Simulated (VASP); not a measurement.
# Ta4O (Pm-3m) in VASP: further runs

The runs below take Ta4O through single point, relaxation of cell and atoms, with PBE.

Program: VASP 6.6.1. These are calculated values, not measurements. Logs are shortened: lines on timing, memory, paths and dates and some standing lists are left out, and cuts for length are marked.

**1. The cell of the first run**

The structure is cubic, space group Pm-3m (No. 221). Conventional cell: a = 4.208 Å, b = 4.208 Å, c = 4.208 Å, α = 90.00°, β = 90.00°, γ = 90.00°. Within 2.8 Å of Ta (site symmetry 4/mmm) lie 2 O at 2.10 Å. Ta (site symmetry m-3m) has 12 Ta at 2.98 Å and 8 O at 3.64 Å within 3.9 Å. O (site symmetry m-3m) has 6 Ta at 2.10 Å within 2.8 Å.

The cell was generated, and may not be a known phase.

**2. Single point, PBE**

INCAR reads:

```
SYSTEM = Ta4O
  ALGO = Normal
  EDIFF = 1E-7
  ENCUT = 520
  GGA = PE
  ISIF = 2
  ISMEAR = 0
  LASPH = .TRUE.
  LCHARG = .FALSE.
  LREAL = .FALSE.
  LWAVE = .FALSE.
  NBANDS = 33
  NELM = 100
  PREC = Accurate
  SIGMA = 0.1
```

KPOINTS reads:

```
k-points
0
G
  4 4 4
  0 0 0
```

POSCAR reads:

```
Ta4O
1.0
    4.2079220700      0.0000000000      0.0000000000
    0.0000000000      4.2079220700      0.0000000000
    0.0000000000      0.0000000000      4.2079220700
Ta O
4 1
Direct
    0.5000000000      0.0000000000      0.0000000000
    0.0000000000      0.5000000000      0.0000000000
    0.0000000000      0.0000000000      0.5000000000
    0.5000000000      0.5000000000      0.5000000000
    0.0000000000      0.0000000000      0.0000000000
```

Potentials or basis: VASP PAW PBE potentials, release 64 (Ta_pv, O).

Launch:

```
cat potpaw_PBE.64/Ta_pv/POTCAR potpaw_PBE.64/O/POTCAR > POTCAR
mpirun -np 1 vasp_std > vasp.out
```

OUTCAR:

```text
SYSTEM = Ta4O
   EDIFF = 1E-7
   ENCUT = 520
   GGA = PE
   ISIF = 2
   ISMEAR = 0
   LASPH = .TRUE.
   LREAL = .FALSE.
   NELM = 100
   PREC = Accurate

 ion  position               nearest neighbor table
   1  0.500  0.000  0.000-   5 2.10   5 2.10   4 2.98   2 2.98   3 2.98   4 2.98   2 2.98   4 2.98
                             4 2.98   2 2.98   3 2.98   3 2.98   3 2.98   2 2.98
   2  0.000  0.500  0.000-   5 2.10   5 2.10   4 2.98   1 2.98   3 2.98   4 2.98   1 2.98   3 2.98
                             3 2.98   3 2.98   1 2.98   4 2.98   4 2.98   1 2.98
   3  0.000  0.000  0.500-   5 2.10   5 2.10   4 2.98   1 2.98   1 2.98   2 2.98   2 2.98   2 2.98
                             4 2.98   2 2.98   1 2.98   4 2.98   1 2.98   4 2.98
   4  0.500  0.500  0.500-   1 2.98   2 2.98   3 2.98   1 2.98   2 2.98   1 2.98   3 2.98   1 2.98
                             2 2.98   3 2.98   2 2.98   3 2.98
   5  0.000  0.000  0.000-   1 2.10   2 2.10   3 2.10   3 2.10   2 2.10   1 2.10

  LATTYP: Found a simple cubic cell.
 ALAT       =     4.2079220700

  Lattice vectors:

 A1 = (   4.2079220700,   0.0000000000,   0.0000000000)
 A2 = (   0.0000000000,   4.2079220700,   0.0000000000)
 A3 = (   0.0000000000,   0.0000000000,   4.2079220700)

Analysis of symmetry for initial positions (statically):
=====================================================================
 Subroutine PRICEL returns:
 Original cell was already a primitive cell.

 Routine SETGRP: Setting up the symmetry group for a
 simple cubic supercell.

 Subroutine GETGRP returns: Found 48 space group operations
 (whereof 48 operations were pure point group operations)
 out of a pool of 48 trial point group operations.

The static configuration has the point symmetry O_h .

Analysis of symmetry for dynamics (positions and initial velocities):
=====================================================================
 Subroutine PRICEL returns:
 Original cell was already a primitive cell.

 Routine SETGRP: Setting up the symmetry group for a
 simple cubic supercell.

 Subroutine GETGRP returns: Found 48 space group operations
 (whereof 48 operations were pure point group operations)
 out of a pool of 48 trial point group operations.

The dynamic configuration has the point symmetry O_h .

 Subroutine INISYM returns: Found 48 space group operations
 (whereof 48 operations are pure point group operations),
 and found     1 'primitive' translations

----------------------------------------------------------------------------------------

                                     Primitive cell

  volume of cell :      74.5080

  direct lattice vectors                    reciprocal lattice vectors
     4.207922070  0.000000000  0.000000000     0.237646987  0.000000000  0.000000000
     0.000000000  4.207922070  0.000000000     0.000000000  0.237646987  0.000000000
     0.000000000  0.000000000  4.207922070     0.000000000  0.000000000  0.237646987

  length of vectors
     4.207922070  4.207922070  4.207922070     0.237646987  0.237646987  0.237646987

  position of ions in fractional coordinates (direct lattice)
     0.500000000  0.000000000  0.000000000
     0.000000000  0.500000000  0.000000000
     0.000000000  0.000000000  0.500000000
     0.500000000  0.500000000  0.500000000
     0.000000000  0.000000000  0.000000000

  ion indices of the primitive-cell ions
   primitive index   ion index
                 1           1
                 2           2
                 3           3
                 4           4
                 5           5

----------------------------------------------------------------------------------------

 KPOINTS: k-points

Automatic generation of k-mesh.
 Grid dimensions read from file:
 generate k-points for:    4    4    4

 Generating k-lattice:

  Cartesian coordinates                     Fractional coordinates (reciprocal lattice)
     0.059411747  0.000000000  0.000000000     0.250000000  0.000000000  0.000000000
     0.000000000  0.059411747  0.000000000     0.000000000  0.250000000  0.000000000
     0.000000000  0.000000000  0.059411747     0.000000000  0.000000000  0.250000000

  Length of vectors
     0.059411747  0.059411747  0.059411747

  Shift w.r.t. Gamma in fractional coordinates (k-lattice)
     0.000000000  0.000000000  0.000000000

 Subroutine IBZKPT returns following result:
 ===========================================

 Found     10 irreducible k-points:

 Following reciprocal coordinates:
            Coordinates               Weight
  0.000000  0.000000  0.000000      1.000000
  0.250000  0.000000  0.000000      6.000000
  0.500000  0.000000  0.000000      3.000000
  0.250000  0.250000  0.000000     12.000000
  0.500000  0.250000  0.000000     12.000000
  0.500000  0.500000  0.000000      3.000000
  0.250000  0.250000  0.250000      8.000000
  0.500000  0.250000  0.250000     12.000000
  0.500000  0.500000  0.250000      6.000000
  0.500000  0.500000  0.500000      1.000000
   k-points           NKPTS =     10   k-points in BZ     NKDIM =     10   number of bands    NBANDS=     33
   number of dos      NEDOS =    301   number of ions     NIONS =      5
   total plane-waves  NPLWV =  32768
   dimension x,y,z NGX =    32 NGY =   32 NGZ =   32
   dimension x,y,z NGXF=    64 NGYF=   64 NGZF=   64
   ions per type =               4   1
   NGX,Y,Z   is equivalent  to a cutoff of  12.64, 12.64, 12.64 a.u.
   NGXF,Y,Z  is equivalent  to a cutoff of  25.29, 25.29, 25.29 a.u.
 SYSTEM =  Ta4O
   PREC   = accura    normal or accurate (medium, high low for compatibility)
   ISTART =      0    job   : 0-new  1-cont  2-samecut
   ICHARG =      2    charge: 1-file 2-atom 10-const
   ISPIN  =      1    spin polarized calculation?
   LNONCOLLINEAR =      F non collinear calculations
   LSORBIT =      F    spin-orbit coupling
   LASPH  =      T    aspherical Exc in radial PAW
   ENCUT  =  520.0 eV  38.22 Ry    6.18 a.u.   7.82  7.82  7.82*2*pi/ulx,y,z
   NELM   =    100;   NELMIN=  2; NELMDL= -5     # of ELM steps
   EDIFF  = 0.1E-06   stopping-criterion for ELM
   LREAL  =      F    real-space projection
   EDIFFG = 0.1E-05   stopping-criterion for IOM
   NSW    =      0    number of steps for IOM
   IBRION =     -1    ionic relax: 0-MD 1-quasi-New 2-CG
   NFREE  =      0    steps in history (QN), initial steepest desc. (CG)
   ISIF   =      2    stress and relaxation
   ISYM   =      2    0-nonsym 1-usesym 2-fastsym
   POTIM  = 0.5000    time-step for ionic-motion
   TEBEG  =    0.0;   TEEND  =   0.0 temperature during run
   PSTRESS=    0.0 pullay stress
   NELECT =      50.0000    total number of electrons
   NUPDOWN=      -1.0000    fix difference up-down
   EMIN   =  10.00;   EMAX   =-10.00  energy-range for DOS
   EFERMI =   0.00;   METHOD = LEGACY
   ISMEAR =     0;   SIGMA  =   0.10  broadening in eV -4-tet -1-fermi 0-gaus
   EFERMI_NEDOS =   21; number of points for ismear=-14 and -15
   IALGO  =     38    algorithm
   IMIX   =      4    mixing-type and parameters
     AMIX     =   0.40;   BMIX     =  1.00
     AMIX_MAG =   1.60;   BMIX_MAG =  1.00
  volume/ion in A,a.u.               =      14.90       100.56
  Fermi-wavevector in a.u.,A,eV,Ry     =   1.433278  2.708503 27.950261  2.054286
  Thomas-Fermi vector in A             =   2.552814
   LORBIT       =      0    0 simple, 1 ext, 2 COOP (PROOUT), +10 PAW based schemes
   GGA     = PE    functional components
   LHFCALC =     F    Hartree Fock is set to
   AEXX    =    0.0000 exact exchange contribution
   IVDW    =     0    specifies the selected vdW correction
   LEPSILON=     F    determine dielectric tensor
   LRPA    =     F    only Hartree local field effects (RPA)
 non-spin polarized calculation
 Gauss-broadening in eV      SIGMA  =   0.10
  energy-cutoff  :      520.00
  volume of cell :       74.51
 maximum number of plane-waves:      2022
 NGX is ok and might be reduce to    32
   NGX = 15   NGY = 15   NGZ = 15

 number of electron      49.9999991 magnetization

 Free energy of the ion-electron system (eV)
  ---------------------------------------------------
  ext. energy  EPLUGINS =         0.00000000
  ---------------------------------------------------
  free energy    TOTEN  =       -54.82123742 eV

  energy without entropy =      -54.80962926  energy(sigma->0) =      -54.81543334

 E-fermi :   6.9627     XC(G=0): -12.8940

 val. band max:        6.9178055793   @ k =   0.5000   0.5000   0.5000
 cond. band min:       6.9626893996   @ k =   0.5000   0.0000   0.0000
 fundamental gap:      0.0448838203
 Fermi energy:         6.9626880652

 k-point     1 :       0.0000    0.0000    0.0000
  band No.  band energies     occupation
      1     -28.3200      2.00000
      2     -28.3200      2.00000
      3     -28.3200      2.00000
      4     -27.5672      2.00000
      5     -27.5672      2.00000
      6     -27.5672      2.00000
[... 25 lines left out ...]
     32      11.8944      0.00000
     33      11.8945      0.00000

 k-point     2 :       0.2500    0.0000    0.0000
  band No.  band energies     occupation
      1     -28.2629      2.00000
      2     -28.2600      2.00000
      3     -28.2600      2.00000
      4     -27.5953      2.00000
      5     -27.5953      2.00000
      6     -27.5910      2.00000
[... 25 lines left out ...]
     32      10.5129      0.00000
     33      11.3686      0.00000
[... 250 lines left out ...]
     32      10.9365      0.00000
     33      11.3216      0.00000

 k-point    10 :       0.5000    0.5000    0.5000
  band No.  band energies     occupation
      1     -29.0743      2.00000
      2     -28.0522      2.00000
      3     -28.0522      2.00000
      4     -28.0522      2.00000
      5     -27.6793      2.00000
      6     -27.6793      2.00000
[... 25 lines left out ...]
     32      12.1383      0.00000
     33      12.1390      0.00000

------------------------ aborting loop because EDIFF is reached ----------------------------------------

  FORCE on cell =-STRESS in cart. coord.  units (eV):
  Direction    XX          YY          ZZ          XY          YZ          ZX
  --------------------------------------------------------------------------------------
  -------------------------------------------------------------------------------------
  Total        7.1950342      7.1950342      7.1950342      0.0000000      0.0000000      0.0000000
  in kB      154.7178356    154.7178356    154.7178356      0.0000000      0.0000000      0.0000000
  external PRESSURE =     154.7178356 kB  Pullay stress =       0.0000000 kB

 VOLUME and BASIS-vectors are now :
 -----------------------------------------------------------------------------
  energy-cutoff  :      520.00
  volume of cell :       74.51
      direct lattice vectors                 reciprocal lattice vectors
     4.207922070  0.000000000  0.000000000     0.237646987  0.000000000  0.000000000
     0.000000000  4.207922070  0.000000000     0.000000000  0.237646987  0.000000000
     0.000000000  0.000000000  4.207922070     0.000000000  0.000000000  0.237646987

 POSITION                                       TOTAL-FORCE (eV/Angst)
 -----------------------------------------------------------------------------------
      2.10396      0.00000      0.00000         0.000000      0.000000      0.000000
      0.00000      2.10396      0.00000         0.000000      0.000000      0.000000
      0.00000      0.00000      2.10396         0.000000      0.000000      0.000000
      2.10396      2.10396      2.10396         0.000000      0.000000      0.000000
      0.00000      0.00000      0.00000         0.000000      0.000000      0.000000
 -----------------------------------------------------------------------------------
    total drift:                                0.000000      0.000000     -0.000000

  FREE ENERGIE OF THE ION-ELECTRON SYSTEM (eV)
  ---------------------------------------------------
  free  energy   TOTEN  =       -54.8212374158 eV

  energy  without entropy=      -54.8096292633  energy(sigma->0) =      -54.81543334
```

Wall time 32 s (1 thread of Intel Xeon 8259CL, shared host); peak memory 0.18 GiB.

Results:

- Free energy: -54.8212 eV
- Pressure: 15.5 GPa
- Band gap on the k mesh: zero (bands 25 and 26 overlap by 1.17 eV)

Levels at points of the mesh, in eV from the Fermi level:
```
           k point  band 23  band 24  band 25  band 26  band 27  band 28
(0.00, 0.00, 0.00)    -0.25    -0.25    -0.25     2.39     2.39     3.28
(0.50, 0.00, 0.00)    -1.97    -0.56    -0.56     0.00     1.08     1.55
(0.50, 0.50, 0.00)    -1.64    -1.18    -0.77    -0.77     0.72     1.33
(0.50, 0.50, 0.50)    -0.41    -0.04    -0.04     0.30     0.30     0.30
```

Caveat: the k points lie up to 0.37 Å⁻¹ apart, too coarse for converged energies and pressures of a metal; spin-orbit coupling is left out, which moves the levels of the heavy elements.

**3. Single point, PBE**

This run uses another cell than the first one, of 15.81 Å³/atom.

INCAR reads:

```
ALGO     = Normal         # electronic algorithm
EDIFF    = 1E-7           # SCF threshold, eV
ENCUT    = 520            # plane-wave cutoff, eV
GGA      = PE             # functional
ISIF     = 2              # what is computed and relaxed
ISMEAR   = 0              # smearing method
LASPH    = True           # aspherical terms in the spheres
LCHARG   = False          # write CHGCAR
LREAL    = False          # projectors in reciprocal space
LWAVE    = False          # write WAVECAR
NBANDS   = 33             # bands
NELM     = 60             # most SCF steps
PREC     = Accurate       # precision mode
SIGMA    = 0.1            # smearing width, eV
```

KPOINTS reads:

```
k-points
0
Gamma
  4 4 4
```

Changes to POSCAR since step 2:

```diff
@@ -2,5 +2,5 @@
 1.0
-    4.2079220700      0.0000000000      0.0000000000
-    0.0000000000      4.2079220700      0.0000000000
-    0.0000000000      0.0000000000      4.2079220700
+    4.2913965184      0.0000000000      0.0000000000
+    0.0000000000      4.2913965184      0.0000000000
+    0.0000000000      0.0000000000      4.2913965184
 Ta O
```

Potentials or basis: VASP PAW PBE potentials, release 64 (Ta_pv, O).

Launch:

```
cat potpaw_PBE.64/Ta_pv/POTCAR potpaw_PBE.64/O/POTCAR > POTCAR
mpirun -np 1 vasp_std > vasp.out
```

Wall time 37 s (1 thread of Intel Xeon 8259CL, shared host); peak memory 0.18 GiB.

The run converged. Its results:

```
Free energy            : -55.0338 eV
Pressure               : 0.2 GPa
Band gap on the k mesh : zero (bands 25 and 26 overlap by 1.03 eV)
```

Levels at points of the mesh, in eV from the Fermi level:
```csv
k point,band 22,band 23,band 24,band 25,band 26,band 27,band 28,band 29
"(0.00, 0.00, 0.00)",-3.88,-0.19,-0.19,-0.19,2.25,2.25,2.79,3.30
"(0.50, 0.00, 0.00)",-1.86,-1.86,-0.51,-0.51,0.00,1.02,1.46,1.64
"(0.50, 0.50, 0.00)",-1.81,-1.53,-1.06,-0.67,-0.67,0.69,1.28,1.52
"(0.50, 0.50, 0.50)",-0.34,-0.34,0.01,0.01,0.14,0.14,0.14,3.16
```

Caveat: the k points lie up to 0.37 Å⁻¹ apart, too coarse for converged energies and pressures of a metal; spin-orbit coupling is left out, which moves the levels of the heavy elements.

**4. Relaxation of cell and atoms, PBE**

INCAR reads:

```
PREC = Accurate ; ENCUT = 600
EDIFF = 1E-6 ; ISMEAR = 0
SIGMA = 0.1 ; LREAL = False
LASPH = True ; NELM = 100
ALGO = Normal ; ISIF = 3
LWAVE = False ; LCHARG = False
GGA = PE ; IBRION = 2
NSW = 90 ; EDIFFG = -0.04
```

KPOINTS reads:

```
Automatic mesh
0
Gamma
  4 4 4
```

Changes to POSCAR since step 3:

```diff
@@ -2,5 +2,5 @@
 1.0
-    4.2913965184      0.0000000000      0.0000000000
-    0.0000000000      4.2913965184      0.0000000000
-    0.0000000000      0.0000000000      4.2913965184
+    4.2079220700      0.0000000000      0.0000000000
+    0.0000000000      4.2079220700      0.0000000000
+    0.0000000000      0.0000000000      4.2079220700
 Ta O
```

Launch:

```
cat potpaw_PBE.64/Ta_pv/POTCAR potpaw_PBE.64/O/POTCAR > POTCAR
mpirun -np 1 vasp_std > vasp.out
```

Run time: 2.8 min. Hardware: 1 thread of Intel Xeon 8259CL, shared host; peak memory 0.22 GiB.

It converged, with:

| Quantity | Value |
| --- | --- |
| Free energy | -55.0345 eV |
| Relaxed volume | 15.82 Å³/atom |
| Relaxed cell | a = 4.293 Å, b = 4.293 Å, c = 4.293 Å, α = 90.00°, β = 90.00°, γ = 90.00° |
| Space group after relaxing (to 0.1 Å) | Pm-3m (No. 221) |
| Energy gained by relaxing | 41.8 meV/atom |
| Ionic steps | 4 |
| Pressure after relaxing | -0.1 GPa |
| Band gap on the k mesh | zero (bands 25 and 26 overlap by 1.03 eV) |

Step by step:
```
step  energy change (eV)  largest force (eV/Å)  pressure (GPa)  volume (Å³)
   1              0.0000                0.0000           15.45        74.51
   2              0.7893                0.0000          -23.50        91.10
   3             -0.2085                0.0000           -0.73        79.35
   4             -0.2091                0.0000           -0.06        79.11
```

Final structure:
```cif
data_structure
_symmetry_space_group_name_H-M 'P 1'
_symmetry_Int_Tables_number 1
_cell_length_a 4.2928
_cell_length_b 4.2928
_cell_length_c 4.2928
_cell_angle_alpha 90.000
_cell_angle_beta 90.000
_cell_angle_gamma 90.000
_cell_volume 79.11
loop_
_atom_site_label
_atom_site_type_symbol
_atom_site_fract_x
_atom_site_fract_y
_atom_site_fract_z
_atom_site_occupancy
Ta1 Ta 0.50000 0.00000 0.00000 1
Ta2 Ta 0.00000 0.50000 0.00000 1
Ta3 Ta 0.00000 0.00000 0.50000 1
Ta4 Ta 0.50000 0.50000 0.50000 1
O1 O 0.00000 0.00000 0.00000 1
```

Levels at points of the mesh, in eV from the Fermi level:
```csv
k point,band 23,band 24,band 25,band 26,band 27,band 28
"(0.00, 0.00, 0.00)",-0.19,-0.19,-0.19,2.24,2.24,2.79
"(0.50, 0.00, 0.00)",-1.86,-0.51,-0.51,0.00,1.02,1.45
"(0.50, 0.50, 0.00)",-1.53,-1.05,-0.67,-0.67,0.69,1.28
"(0.50, 0.50, 0.50)",-0.34,0.01,0.01,0.13,0.13,0.13
```

Caveat: the k points lie up to 0.37 Å⁻¹ apart in the final cell, too coarse for converged energies and pressures of a metal; spin-orbit coupling is left out, which moves the levels of the heavy elements.

[end of part 1 of 2]

The gap in the log of VASP goes by the Fermi energy; the results here count the filled bands.